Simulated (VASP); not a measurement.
# TePb (P-6m2) in VASP: further runs, part 2 of 2

VASP 6.6.1.

**4. Single point, PBE (volume scaled by 1.100)**

The input, INCAR:

```
SYSTEM = TePb
PREC = Accurate ; ENCUT = 520
EDIFF = 1E-7 ; ISMEAR = 0
SIGMA = 0.05 ; LREAL = .False.
LASPH = .True. ; NELM = 80
ALGO = Normal ; ISIF = 2
LWAVE = .False. ; LCHARG = .False.
GGA = PE ; NBANDS = 17
```

The input, KPOINTS:

```
regular mesh
0
Gamma
  10 10 8
  0 0 0
```

The input, POSCAR:

```
TePb
1.0
    4.6376745041      0.0000000000      0.0000000000
   -2.3188372521      4.0163439350      0.0000000000
    0.0000000000      0.0000000000      4.2540962188
Pb Te
1 1
Direct
    0.0000000000      0.0000000000      0.0000000000
    0.6666666667      0.3333333333      0.5000000000
```

Potentials or basis: VASP PAW PBE potentials, release 64 (Pb_d, Te).

Started as:

```bash
cat potpaw_PBE.64/Pb_d/POTCAR potpaw_PBE.64/Te/POTCAR > POTCAR
mpirun -np 1 vasp_std > vasp.out
```

OUTCAR:

```text
SYSTEM = TePb
   PREC = Accurate
   ENCUT = 520
   EDIFF = 1E-7
   ISMEAR = 0
   LREAL = .False.
   LASPH = .True.
   NELM = 80
   ISIF = 2
   GGA = PE

 ion  position               nearest neighbor table
   1  0.000  0.000  0.000-   2 3.42   2 3.42   2 3.42   2 3.42   2 3.42   2 3.42
   2  0.667  0.333  0.500-   1 3.42   1 3.42   1 3.42   1 3.42   1 3.42   1 3.42

  LATTYP: Found a hexagonal cell.
 ALAT       =     4.6376745041
 C/A-ratio  =     0.9172908135

  Lattice vectors:

 A1 = (   4.6376745041,   0.0000000000,   0.0000000000)
 A2 = (  -2.3188372521,   4.0163439350,   0.0000000000)
 A3 = (   0.0000000000,   0.0000000000,   4.2540962188)

Analysis of symmetry for initial positions (statically):
=====================================================================
 Subroutine PRICEL returns:
 Original cell was already a primitive cell.

 Routine SETGRP: Setting up the symmetry group for a
 hexagonal supercell.

 Subroutine GETGRP returns: Found 12 space group operations
 (whereof 12 operations were pure point group operations)
 out of a pool of 24 trial point group operations.

The static configuration has the point symmetry D_3h.

Analysis of symmetry for dynamics (positions and initial velocities):
=====================================================================
 Subroutine PRICEL returns:
 Original cell was already a primitive cell.

 Routine SETGRP: Setting up the symmetry group for a
 hexagonal supercell.

 Subroutine GETGRP returns: Found 12 space group operations
 (whereof 12 operations were pure point group operations)
 out of a pool of 24 trial point group operations.

The dynamic configuration has the point symmetry D_3h.

 Subroutine INISYM returns: Found 12 space group operations
 (whereof 12 operations are pure point group operations),
 and found     1 'primitive' translations

----------------------------------------------------------------------------------------

                                     Primitive cell

  volume of cell :      79.2389

  direct lattice vectors                    reciprocal lattice vectors
     4.637674504  0.000000000  0.000000000     0.215625309  0.124491330  0.000000000
    -2.318837252  4.016343935  0.000000000     0.000000000  0.248982661  0.000000000
     0.000000000  0.000000000  4.254096219     0.000000000  0.000000000  0.235067556

  length of vectors
     4.637674504  4.637674504  4.254096219     0.248982661  0.248982661  0.235067556

  position of ions in fractional coordinates (direct lattice)
     0.000000000  0.000000000  0.000000000
     0.666666667  0.333333333  0.500000000

  ion indices of the primitive-cell ions
   primitive index   ion index
                 1           1
                 2           2

----------------------------------------------------------------------------------------

 KPOINTS: regular mesh

Automatic generation of k-mesh.
 Grid dimensions read from file:
 generate k-points for:   10   10    8

 Generating k-lattice:

  Cartesian coordinates                     Fractional coordinates (reciprocal lattice)
     0.021562531  0.012449133  0.000000000     0.100000000 -0.000000000  0.000000000
     0.000000000  0.024898266  0.000000000     0.000000000  0.100000000  0.000000000
     0.000000000  0.000000000  0.029383444     0.000000000  0.000000000  0.125000000

  Length of vectors
     0.024898266  0.024898266  0.029383444

  Shift w.r.t. Gamma in fractional coordinates (k-lattice)
     0.000000000  0.000000000  0.000000000

 Subroutine IBZKPT returns following result:
 ===========================================

 Found     70 irreducible k-points:

 Following reciprocal coordinates:
            Coordinates               Weight
  0.000000  0.000000  0.000000      1.000000
  0.100000 -0.000000  0.000000      6.000000
  0.200000 -0.000000  0.000000      6.000000
  0.300000  0.000000  0.000000      6.000000
  0.400000  0.000000  0.000000      6.000000
  0.500000  0.000000  0.000000      3.000000
[... 16 lines left out ...]
  0.300000  0.100000  0.125000     24.000000
  0.400000  0.100000  0.125000     24.000000
 [... further k-points ...]
   k-points           NKPTS =     70   k-points in BZ     NKDIM =     70   number of bands    NBANDS=     17
   number of dos      NEDOS =    301   number of ions     NIONS =      2
   total plane-waves  NPLWV =  41472
   dimension x,y,z NGX =    36 NGY =   36 NGZ =   32
   dimension x,y,z NGXF=    72 NGYF=   72 NGZF=   64
   ions per type =               1   1
   NGX,Y,Z   is equivalent  to a cutoff of  12.90, 12.90, 12.51 a.u.
   NGXF,Y,Z  is equivalent  to a cutoff of  25.81, 25.81, 25.01 a.u.
 SYSTEM =  TePb
   PREC   = accura    normal or accurate (medium, high low for compatibility)
   ISTART =      0    job   : 0-new  1-cont  2-samecut
   ICHARG =      2    charge: 1-file 2-atom 10-const
   ISPIN  =      1    spin polarized calculation?
   LNONCOLLINEAR =      F non collinear calculations
   LSORBIT =      F    spin-orbit coupling
   LASPH  =      T    aspherical Exc in radial PAW
   ENCUT  =  520.0 eV  38.22 Ry    6.18 a.u.   8.62  8.62  7.91*2*pi/ulx,y,z
   NELM   =     80;   NELMIN=  2; NELMDL= -5     # of ELM steps
   EDIFF  = 0.1E-06   stopping-criterion for ELM
   LREAL  =      F    real-space projection
   EDIFFG = 0.1E-05   stopping-criterion for IOM
   NSW    =      0    number of steps for IOM
   IBRION =     -1    ionic relax: 0-MD 1-quasi-New 2-CG
   NFREE  =      0    steps in history (QN), initial steepest desc. (CG)
   ISIF   =      2    stress and relaxation
   ISYM   =      2    0-nonsym 1-usesym 2-fastsym
   POTIM  = 0.5000    time-step for ionic-motion
   TEBEG  =    0.0;   TEEND  =   0.0 temperature during run
   PSTRESS=    0.0 pullay stress
   NELECT =      20.0000    total number of electrons
   NUPDOWN=      -1.0000    fix difference up-down
   EMIN   =  10.00;   EMAX   =-10.00  energy-range for DOS
   EFERMI =   0.00;   METHOD = LEGACY
   ISMEAR =     0;   SIGMA  =   0.05  broadening in eV -4-tet -1-fermi 0-gaus
   EFERMI_NEDOS =   21; number of points for ismear=-14 and -15
   IALGO  =     38    algorithm
   IMIX   =      4    mixing-type and parameters
     AMIX     =   0.40;   BMIX     =  1.00
     AMIX_MAG =   1.60;   BMIX_MAG =  1.00
  volume/ion in A,a.u.               =      39.62       267.37
  Fermi-wavevector in a.u.,A,eV,Ry     =   1.034599  1.955108 14.563606  1.070395
  Thomas-Fermi vector in A             =   2.168902
   LORBIT       =      0    0 simple, 1 ext, 2 COOP (PROOUT), +10 PAW based schemes
   GGA     = PE    functional components
   LHFCALC =     F    Hartree Fock is set to
   AEXX    =    0.0000 exact exchange contribution
   IVDW    =     0    specifies the selected vdW correction
   LEPSILON=     F    determine dielectric tensor
   LRPA    =     F    only Hartree local field effects (RPA)
 non-spin polarized calculation
 Gauss-broadening in eV      SIGMA  =   0.05
  energy-cutoff  :      520.00
  volume of cell :       79.24
 maximum number of plane-waves:      2152
 NGX is ok and might be reduce to    36
   NGX = 17   NGY = 17   NGZ = 15

 number of electron      19.9999999 magnetization

 Free energy of the ion-electron system (eV)
  ---------------------------------------------------
  ext. energy  EPLUGINS =         0.00000000
  ---------------------------------------------------
  free energy    TOTEN  =        -7.22519987 eV

  energy without entropy =       -7.22485149  energy(sigma->0) =       -7.22502568

 E-fermi :   4.0428     XC(G=0):  -8.5692

 val. band max:        3.9906514215   @ k =   0.2000   0.2000   0.1250
 cond. band min:       4.0737190387   @ k =   0.3000   0.3000   0.0000
 fundamental gap:      0.0830676172
 Fermi energy:         4.0427821168

 k-point     1 :       0.0000    0.0000    0.0000
  band No.  band energies     occupation
      1     -12.8481      2.00000
      2     -12.8481      2.00000
      3     -12.8267      2.00000
      4     -12.8005      2.00000
      5     -12.8005      2.00000
      6      -7.1058      2.00000
[... 9 lines left out ...]
     16      13.0963      0.00000
     17      13.0963      0.00000
[... 441 lines left out ...]
 k-point    24 :       0.4000    0.1000    0.1250
  band No.  band energies     occupation
      1     -12.8512      2.00000
      2     -12.8326      2.00000
      3     -12.8126      2.00000
      4     -12.8116      2.00000
      5     -12.8047      2.00000
      6      -6.1111      2.00000
[... 9 lines left out ...]
     16      12.6020      0.00000
     17      13.6997      0.00000

 [... further k-points ...]

------------------------ aborting loop because EDIFF is reached ----------------------------------------

  FORCE on cell =-STRESS in cart. coord.  units (eV):
  Direction    XX          YY          ZZ          XY          YZ          ZX
  --------------------------------------------------------------------------------------
  -------------------------------------------------------------------------------------
  Total       -1.3242410     -1.3242410     -1.3502858      0.0000000      0.0000000     -0.0000000
  in kB      -26.7755960    -26.7755960    -27.3022102      0.0000000      0.0000000     -0.0000000
  external PRESSURE =     -26.9511340 kB  Pullay stress =       0.0000000 kB

 VOLUME and BASIS-vectors are now :
 -----------------------------------------------------------------------------
  energy-cutoff  :      520.00
  volume of cell :       79.24
      direct lattice vectors                 reciprocal lattice vectors
     4.637674504  0.000000000  0.000000000     0.215625309  0.124491330  0.000000000
    -2.318837252  4.016343935  0.000000000     0.000000000  0.248982661  0.000000000
     0.000000000  0.000000000  4.254096219     0.000000000  0.000000000  0.235067556

 POSITION                                       TOTAL-FORCE (eV/Angst)
 -----------------------------------------------------------------------------------
      0.00000      0.00000      0.00000         0.000000     -0.000000      0.000000
      2.31884      1.33878      2.12705        -0.000000      0.000000      0.000000
 -----------------------------------------------------------------------------------
    total drift:                               -0.000000      0.000000     -0.000000

  FREE ENERGIE OF THE ION-ELECTRON SYSTEM (eV)
  ---------------------------------------------------
  free  energy   TOTEN  =        -7.2251998675 eV

  energy  without entropy=       -7.2248514851  energy(sigma->0) =       -7.22502568
```

stdout:

```text
POSCAR found type information on POSCAR PbTe
 POSCAR found :  2 types and       2 ions
 scaLAPACK will be used
 LDA part: xc-table for (Slater+PW92), standard interpolation
 POSCAR, INCAR and KPOINTS ok, starting setup
 FFT: planning ... GRIDC
 FFT: planning ... GRID_SOFT
 FFT: planning ... GRID
 WAVECAR not read
 entering main loop
```

Wall time 45 s (1 thread of AMD EPYC 9R45 (Zen 5), shared host); peak memory 0.22 GiB.

What came out:

* Free energy: -7.2252 eV
* Pressure: -2.7 GPa
* Band gap on the k mesh: zero (band 10 reaches 4.07 eV, above the bottom of band 11 at 3.98 eV)

Levels at points of the mesh, in eV from the Fermi level:
```tsv
k point	band 6	band 7	band 8	band 9	band 10	band 11	band 12	band 13	band 14	band 15
(0.00, 0.00, 0.00)	-11.15	-6.46	-1.30	-0.97	-0.97	2.56	2.56	4.52	5.14	5.61
(0.50, 0.00, 0.00)	-10.22	-8.04	-1.92	-1.51	-0.25	1.94	2.68	4.33	4.69	9.23
(0.00, 0.00, 0.50)	-10.10	-8.36	-0.25	-0.18	-0.18	0.89	2.32	2.32	6.93	6.93
(0.50, 0.00, 0.50)	-9.66	-7.61	-3.14	-3.11	-0.60	1.37	2.53	2.55	7.98	9.06
```

Caveat: spin-orbit coupling is left out, which moves the levels of the heavy elements.

**5. Summary**

```csv
cell,gap on the mesh (eV),pressure (GPa)
"a = 4.532, b = 4.532, c = 4.211 Å, angles 90.0, 90.0, 120.0°, 2 atoms",none,-1.2
"a = 4.586, b = 4.586, c = 4.233 Å, angles 90.0, 90.0, 120.0°, 2 atoms",none,-2.0
"a = 4.638, b = 4.638, c = 4.254 Å, angles 90.0, 90.0, 120.0°, 2 atoms",none,-2.7
```

Alike in all rows: task single point; level PBE; potentials or basis VASP PAW PBE potentials, release 64 (Pb_d, Te); no spin polarisation; k mesh 10 × 10 × 8; cutoff (eV) 520; smearing gaussian 0.05 eV.

Caveats: spin-orbit coupling is left out, which moves the levels of the heavy elements.

Total energies depend on the potentials used, so only differences within one code and one set of settings carry meaning.
